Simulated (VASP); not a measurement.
Write the native input for VASP 6.6.1 that does the following.

```
Task                   : single point
Functional             : r2SCAN
Potentials or basis    : VASP PAW PBE potentials, release 64 (K_sv, Ta_pv, O)
Cutoff                 : 520 eV
k mesh                 : 8 × 8 × 8
Occupations            : fermi-dirac, width 0.02 eV
Spin                   : no spin polarisation
Dipole correction      : no
Further INCAR settings : ALGO = Normal; EDIFF = 1e-06; NBANDS = 27
```

The system is KTaO3.

```xyz
5
Lattice="4.0160 0.0000 0.0000 0.0000 4.0160 0.0000 0.0000 0.0000 4.0160" Properties=species:S:1:pos:R:3 pbc="T T T"
K     2.0080    2.0080    2.0080
Ta    0.0000    0.0000    0.0000
O     2.0080    0.0000    0.0000
O     0.0000    2.0080    0.0000
O     0.0000    0.0000    2.0080
```

One way to write it, as run:

POSCAR

```
KTaO3
1.0
    4.0159991000      0.0000000000      0.0000000000
    0.0000000000      4.0159991000      0.0000000000
    0.0000000000      0.0000000000      4.0159991000
K Ta O
1 1 3
Direct
    0.5000000000      0.5000000000      0.5000000000
    0.0000000000      0.0000000000      0.0000000000
    0.5000000000      0.0000000000      0.0000000000
    0.0000000000      0.5000000000      0.0000000000
    0.0000000000      0.0000000000      0.5000000000
```

INCAR.step1

```
SYSTEM = KTaO3
PREC = Accurate ; ENCUT = 520
ISMEAR = -1 ; SIGMA = 0.02
LREAL = .False. ; LASPH = .True.
NELM = 100 ; NBANDS = 27
GGA = PE ; ALGO = Normal
EDIFF = 1E-4 ; LWAVE = .True.
LCHARG = .False.
```

INCAR.step2

```
SYSTEM = KTaO3
PREC = Accurate ; ENCUT = 520
EDIFF = 1E-6 ; ISMEAR = -1
SIGMA = 0.02 ; LREAL = .False.
LASPH = .True. ; NELM = 100
ALGO = Normal ; ISIF = 2
LWAVE = .False. ; LCHARG = .False.
METAGGA = R2SCAN ; LMIXTAU = .True.
NBANDS = 27 ; ISTART = 1
```

KPOINTS

```
Automatic mesh
0
Gamma
  8 8 8
  0 0 0
```

Potentials or basis: VASP PAW PBE potentials, release 64 (K_sv, Ta_pv, O).

Launch:

```console
$ cat potpaw_PBE.64/K_sv/POTCAR potpaw_PBE.64/Ta_pv/POTCAR potpaw_PBE.64/O/POTCAR > POTCAR
$ cp INCAR.step1 INCAR
$ mpirun -np 1 vasp_std > vasp.out
$ cp INCAR.step2 INCAR
$ mpirun -np 1 vasp_std > vasp.out
```

Results of the run:

* Pressure: -3.0 GPa
* Band gap on the k mesh: 2.55 eV (least direct gap 3.20 eV)

Caveat: the cell stands under tension; the PAW data sets were made with another functional, which shifts forces and pressure a little; spin-orbit coupling is left out, which moves the levels of the heavy elements.

Wall time 3 min on 1 thread of Intel(R) Xeon(R) Platinum 8488C (Sapphire Rapids), on a shared host, peak memory 0.21 GiB.
